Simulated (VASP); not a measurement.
# WS (Pm-3m) in VASP: settings compared, part 2 of 2

VASP 6.6.1. Earlier steps stand in the parts before.

### 3 Single point, PBE-based screened hybrid with 15 % exact exchange

File POSCAR:

```
WS
1.0
    3.0078900000      0.0000000000      0.0000000000
    0.0000000000      3.0078900000      0.0000000000
    0.0000000000      0.0000000000      3.0078900000
W S
1 1
Direct
    0.5000000000      0.5000000000      0.5000000000
    0.0000000000      0.0000000000      0.0000000000
```

File INCAR.step1:

```
PREC = Accurate
ENCUT = 520
EDIFF = 1E-5
ISMEAR = -1
SIGMA = 0.05
LREAL = F
LASPH = T
NELM = 100
ALGO = Normal
ISIF = 2
LWAVE = T
LCHARG = F
NBANDS = 17
GGA = PE
```

File INCAR.step2:

```
PREC = Accurate
ENCUT = 520
EDIFF = 1E-6
ISMEAR = -1
SIGMA = 0.05
LREAL = F
LASPH = T
NELM = 100
ALGO = Normal
ISIF = 2
LWAVE = F
LCHARG = F
GGA = PE
LHFCALC = T
AEXX = 0.15
HFSCREEN = 0.2078699
PRECFOCK = Normal
NBANDS = 17
ISTART = 1
```

File KPOINTS:

```
Automatic mesh
0
Gamma
  5 5 5
```

Potentials or basis: VASP PAW PBE potentials, release 64 (W_sv, S).

Launch:

```
> cat potpaw_PBE.64/W_sv/POTCAR potpaw_PBE.64/S/POTCAR > POTCAR
> cp INCAR.step1 INCAR
> mpirun -np 1 vasp_std > vasp.out
> cp INCAR.step2 INCAR
> mpirun -np 1 vasp_std > vasp.out
```

OUTCAR:

```text
PREC = Accurate
   ENCUT = 520
   EDIFF = 1E-6
   ISMEAR = -1
   LREAL = F
   LASPH = T
   NELM = 100
   ISIF = 2
   GGA = PE
   LHFCALC = T
   AEXX = 0.15
   HFSCREEN = 0.2078699
   PRECFOCK = Normal
   ISTART = 1

 ion  position               nearest neighbor table
   1  0.500  0.500  0.500-   2 2.60   2 2.60   2 2.60   2 2.60   2 2.60   2 2.60   2 2.60   2 2.60

   2  0.000  0.000  0.000-   1 2.60   1 2.60   1 2.60   1 2.60   1 2.60   1 2.60   1 2.60   1 2.60

  LATTYP: Found a simple cubic cell.
 ALAT       =     3.0078900000

  Lattice vectors:

 A1 = (   3.0078900000,   0.0000000000,   0.0000000000)
 A2 = (   0.0000000000,   3.0078900000,   0.0000000000)
 A3 = (   0.0000000000,   0.0000000000,   3.0078900000)

Analysis of symmetry for initial positions (statically):
=====================================================================
 Subroutine PRICEL returns:
 Original cell was already a primitive cell.

 Routine SETGRP: Setting up the symmetry group for a
 simple cubic supercell.

 Subroutine GETGRP returns: Found 48 space group operations
 (whereof 48 operations were pure point group operations)
 out of a pool of 48 trial point group operations.

The static configuration has the point symmetry O_h .

Analysis of symmetry for dynamics (positions and initial velocities):
=====================================================================
 Subroutine PRICEL returns:
 Original cell was already a primitive cell.

 Routine SETGRP: Setting up the symmetry group for a
 simple cubic supercell.

 Subroutine GETGRP returns: Found 48 space group operations
 (whereof 48 operations were pure point group operations)
 out of a pool of 48 trial point group operations.

The dynamic configuration has the point symmetry O_h .

 Subroutine INISYM returns: Found 48 space group operations
 (whereof 48 operations are pure point group operations),
 and found     1 'primitive' translations

----------------------------------------------------------------------------------------

                                     Primitive cell

  volume of cell :      27.2136

  direct lattice vectors                    reciprocal lattice vectors
     3.007890000  0.000000000  0.000000000     0.332458966  0.000000000  0.000000000
     0.000000000  3.007890000  0.000000000     0.000000000  0.332458966  0.000000000
     0.000000000  0.000000000  3.007890000     0.000000000  0.000000000  0.332458966

  length of vectors
     3.007890000  3.007890000  3.007890000     0.332458966  0.332458966  0.332458966

  position of ions in fractional coordinates (direct lattice)
     0.500000000  0.500000000  0.500000000
     0.000000000  0.000000000  0.000000000

  ion indices of the primitive-cell ions
   primitive index   ion index
                 1           1
                 2           2

----------------------------------------------------------------------------------------

 KPOINTS: Automatic mesh

Automatic generation of k-mesh.
 Grid dimensions read from file:
 generate k-points for:    5    5    5

[... 23 lines left out ...]
  0.200000  0.200000  0.000000     12.000000
  0.400000  0.200000  0.000000     24.000000
  0.400000  0.400000  0.000000     12.000000
  0.200000  0.200000  0.200000      8.000000
  0.400000  0.200000  0.200000     24.000000
  0.400000  0.400000  0.200000     24.000000
  0.400000  0.400000  0.400000      8.000000
   k-points           NKPTS =     10   k-points in BZ     NKDIM =    125   number of bands    NBANDS=     17
   number of dos      NEDOS =    301   number of ions     NIONS =      2
   total plane-waves  NPLWV =  13824
   dimension x,y,z NGX =    24 NGY =   24 NGZ =   24
   dimension x,y,z NGXF=    48 NGYF=   48 NGZF=   48
   ions per type =               1   1
   NGX,Y,Z   is equivalent  to a cutoff of  13.26, 13.26, 13.26 a.u.
   NGXF,Y,Z  is equivalent  to a cutoff of  26.53, 26.53, 26.53 a.u.
 SYSTEM =  unknown system
   PREC   = accura    normal or accurate (medium, high low for compatibility)
   ISTART =      1    job   : 0-new  1-cont  2-samecut
   ICHARG =      0    charge: 1-file 2-atom 10-const
   ISPIN  =      1    spin polarized calculation?
   LNONCOLLINEAR =      F non collinear calculations
   LSORBIT =      F    spin-orbit coupling
   LASPH  =      T    aspherical Exc in radial PAW
   ENCUT  =  520.0 eV  38.22 Ry    6.18 a.u.   5.59  5.59  5.59*2*pi/ulx,y,z
   NELM   =    100;   NELMIN=  2; NELMDL=  0     # of ELM steps
   EDIFF  = 0.1E-05   stopping-criterion for ELM
   LREAL  =      F    real-space projection
   EDIFFG = 0.1E-04   stopping-criterion for IOM
   NSW    =      0    number of steps for IOM
   IBRION =     -1    ionic relax: 0-MD 1-quasi-New 2-CG
   NFREE  =      0    steps in history (QN), initial steepest desc. (CG)
   ISIF   =      2    stress and relaxation
   ISYM   =      3    0-nonsym 1-usesym 2-fastsym
   POTIM  = 0.5000    time-step for ionic-motion
   TEBEG  =    0.0;   TEEND  =   0.0 temperature during run
   PSTRESS=    0.0 pullay stress
   NELECT =      20.0000    total number of electrons
   NUPDOWN=      -1.0000    fix difference up-down
   EMIN   =  10.00;   EMAX   =-10.00  energy-range for DOS
   EFERMI =   0.00;   METHOD = LEGACY
   ISMEAR =    -1;   SIGMA  =   0.05  broadening in eV -4-tet -1-fermi 0-gaus
   EFERMI_NEDOS =   21; number of points for ismear=-14 and -15
   IALGO  =     38    algorithm
   IMIX   =      1    mixing-type and parameters
     AMIX     =   0.40;   BMIX     =  1.00
     AMIX_MAG =   1.60;   BMIX_MAG =  1.00
  volume/ion in A,a.u.               =      13.61        91.82
  Fermi-wavevector in a.u.,A,eV,Ry     =   1.477371  2.791826 29.696414  2.182625
  Thomas-Fermi vector in A             =   2.591783
   LORBIT       =      0    0 simple, 1 ext, 2 COOP (PROOUT), +10 PAW based schemes
   GGA     = PE    functional components
   LHFCALC =     T    Hartree Fock is set to
   PRECFOCK=normal    Normal, Fast or Accurate (Low or Medium for compatibility)
   ENCUT4O =  -1.0   cutoff for four orbital integrals eV
   NKREDX  =     1    reduce k-point grid by
   NKREDY  =     1    reduce k-point grid by
   NKREDZ  =     1    reduce k-point grid by
   AEXX    =    0.1500 exact exchange contribution
   HFSCREEN=    0.2079 screening length (either q_TF or 0.3 A-1)
   HFSCREENC=   0.2079 screening length for correlation (either q_TF or 0.3 A-1)
   ENCUTFOCK=  -1.0 apply spherical cutoff to Coloumb kernel
   IVDW    =     0    specifies the selected vdW correction
   LEPSILON=     F    determine dielectric tensor
   LRPA    =     F    only Hartree local field effects (RPA)
 non-spin polarized calculation
  energy-cutoff  :      520.00
  volume of cell :       27.21
 maximum number of plane-waves:       743
 NGX is ok and might be reduce to    24
  NGX = 18; NGY = 18; NGZ = 18

 number of electron      19.9999996 magnetization

 Free energy of the ion-electron system (eV)
  ---------------------------------------------------
  ext. energy  EPLUGINS =         0.00000000
  ---------------------------------------------------
  free energy    TOTEN  =       -18.33856818 eV

  energy without entropy =      -18.31878832  energy(sigma->0) =      -18.32867825

 E-fermi :  12.9029     XC(G=0): -11.7862

 val. band max:       12.4560744763   @ k =   0.4000   0.4000   0.4000
 cond. band min:      12.9181827599   @ k =   0.2000   0.2000   0.0000
 fundamental gap:      0.4621082836
 Fermi energy:        12.9028920382

 k-point     1 :       0.0000    0.0000    0.0000
  band No.  band energies     occupation
      1     -64.3960      2.00000
      2     -27.5919      2.00000
      3     -27.5919      2.00000
      4     -27.5919      2.00000
      5      -6.2439      2.00000
      6       7.5604      2.00000
[... 177 lines left out ...]
      4     -27.8965      2.00000
      5      -2.1814      2.00000
      6       3.4663      2.00000
[... 9 lines left out ...]
     16      19.8769      0.00000
     17      25.6567      0.00000

------------------------ aborting loop because EDIFF is reached ----------------------------------------

  FORCE on cell =-STRESS in cart. coord.  units (eV):
  Direction    XX          YY          ZZ          XY          YZ          ZX
  --------------------------------------------------------------------------------------
  -------------------------------------------------------------------------------------
  Total       -0.8298859     -0.8298859     -0.8298859      0.0000000      0.0000000      0.0000000
  in kB      -48.8588390    -48.8588390    -48.8588390      0.0000000      0.0000000      0.0000000
  external PRESSURE =     -48.8588390 kB  Pullay stress =       0.0000000 kB

 VOLUME and BASIS-vectors are now :
 -----------------------------------------------------------------------------
  energy-cutoff  :      520.00
  volume of cell :       27.21
      direct lattice vectors                 reciprocal lattice vectors
     3.007890000  0.000000000  0.000000000     0.332458966  0.000000000  0.000000000
     0.000000000  3.007890000  0.000000000     0.000000000  0.332458966  0.000000000
     0.000000000  0.000000000  3.007890000     0.000000000  0.000000000  0.332458966

 POSITION                                       TOTAL-FORCE (eV/Angst)
 -----------------------------------------------------------------------------------
      1.50395      1.50395      1.50395         0.000000      0.000000      0.000000
      0.00000      0.00000      0.00000         0.000000      0.000000      0.000000
 -----------------------------------------------------------------------------------
    total drift:                                0.000000      0.000000      0.000000

  FREE ENERGIE OF THE ION-ELECTRON SYSTEM (eV)
  ---------------------------------------------------
  free  energy   TOTEN  =       -18.3385681808 eV

  energy  without entropy=      -18.3187883162  energy(sigma->0) =      -18.32867825
```

OSZICAR.step1:

```text
N       E                     dE             d eps       ncg     rms          rms(c)
DAV:   1     0.152827124391E+03    0.15283E+03   -0.11682E+04   340   0.125E+03
DAV:   2    -0.123356533565E+02   -0.16516E+03   -0.16119E+03   395   0.347E+02
DAV:   3    -0.171249792388E+02   -0.47893E+01   -0.47397E+01   387   0.549E+01
DAV:   4    -0.171659987931E+02   -0.41020E-01   -0.40919E-01   403   0.544E+00
DAV:   5    -0.171664229795E+02   -0.42419E-03   -0.42417E-03   413   0.549E-01    0.222E+01
DAV:   6    -0.165754167780E+02    0.59101E+00   -0.15686E+00   356   0.108E+01    0.969E+00
DAV:   7    -0.165334156342E+02    0.42001E-01   -0.61607E-02   370   0.190E+00    0.367E+00
DAV:   8    -0.165262113160E+02    0.72043E-02   -0.20001E-02   360   0.959E-01    0.240E-01
DAV:   9    -0.165260504661E+02    0.16085E-03   -0.67641E-04   414   0.206E-01    0.127E-01
DAV:  10    -0.165260570490E+02   -0.65829E-05   -0.13798E-04   357   0.133E-01    0.337E-02
DAV:  11    -0.165260576925E+02   -0.64352E-06   -0.72102E-06   227   0.279E-02
   1 F= -.16526058E+02 E0= -.16515897E+02  d E =-.203220E-01
```

It took 25 min on 1 thread of Intel Xeon 8259CL, shared host; peak memory 0.26 GiB.

Results:

| Property | Result |
| --- | --- |
| Free energy | -18.3386 eV |
| Pressure | -4.9 GPa |
| Band gap on the k mesh | zero (bands 10 and 11 overlap by 2.19 eV) |

Caveat: the k points lie up to 0.42 Å⁻¹ apart, too coarse for converged energies and pressures of a metal; the PAW data sets were made with another functional, which shifts forces and pressure a little; spin-orbit coupling is left out, which moves the levels of the heavy elements.

### 4 Single point, PBE-based screened hybrid with 25 % exact exchange

POSCAR is that of step 3.

File INCAR.step1:

```
ALGO = Normal ; EDIFF = 1E-5
ENCUT = 520 ; GGA = PE
ISIF = 2 ; ISMEAR = -1
LASPH = T ; LCHARG = F
LREAL = F ; LWAVE = T
NBANDS = 17 ; NELM = 80
PREC = Accurate ; SIGMA = 0.05
```

File INCAR.step2:

```
AEXX = 0.25 ; ALGO = Normal
EDIFF = 1E-7 ; ENCUT = 520
GGA = PE ; HFSCREEN = 0.2078699
ISIF = 2 ; ISMEAR = -1
ISTART = 1 ; LASPH = T
LCHARG = F ; LHFCALC = T
LREAL = F ; LWAVE = F
NBANDS = 17 ; NELM = 80
PREC = Accurate ; PRECFOCK = Normal
SIGMA = 0.05
```

File KPOINTS:

```
k-points
0
Gamma
  5 5 5
```

Launch:

```
> cat potpaw_PBE.64/W_sv/POTCAR potpaw_PBE.64/S/POTCAR > POTCAR
> cp INCAR.step1 INCAR
> mpirun -np 1 vasp_std > vasp.out
> cp INCAR.step2 INCAR
> mpirun -np 1 vasp_std > vasp.out
```

It took 30 min on 1 thread of Intel Xeon 8259CL, shared host; peak memory 0.26 GiB.

It converged, with:

```
Free energy            : -19.5595 eV
Pressure               : -8.4 GPa
Band gap on the k mesh : zero (bands 10 and 11 overlap by 2.33 eV)
```

Levels at points of the mesh, in eV from the Fermi level:
| k point | band 6 | band 7 | band 8 | band 9 | band 10 | band 11 | band 12 | band 13 | band 14 | band 15 |
| --- | --- | --- | --- | --- | --- | --- | --- | --- | --- | --- |
| (0.00, 0.00, 0.00) | -5.71 | -5.71 | -3.79 | -3.79 | -3.79 | 1.17 | 1.17 | 1.17 | 2.66 | 10.11 |

Caveat: the k points lie up to 0.42 Å⁻¹ apart, too coarse for converged energies and pressures of a metal; the PAW data sets were made with another functional, which shifts forces and pressure a little; spin-orbit coupling is left out, which moves the levels of the heavy elements.

### 5 The runs side by side

| level | share of exact exchange | gap on the mesh (eV) | pressure (GPa) |
| --- | --- | --- | --- |
| PBE-based screened hybrid with 10 % exact exchange | 0.1 | none | -3.1 |
| PBE-based screened hybrid with 15 % exact exchange | 0.15 | none | -4.9 |
| PBE-based screened hybrid with 25 % exact exchange | 0.25 | none | -8.4 |

Alike in all rows: task single point; potentials or basis VASP PAW PBE potentials, release 64 (W_sv, S); no spin polarisation; cell as given; k mesh 5 × 5 × 5; cutoff (eV) 520; smearing fermi-dirac 0.05 eV.

Caveats: all runs use coarse meshes; the PAW data sets were made with another functional, which shifts forces and pressure a little; spin-orbit coupling is left out, which moves the levels of the heavy elements.

Absolute energies hang on the potentials; compare differences alone.

The gap in the log of VASP goes by the Fermi energy; the results here count the filled bands.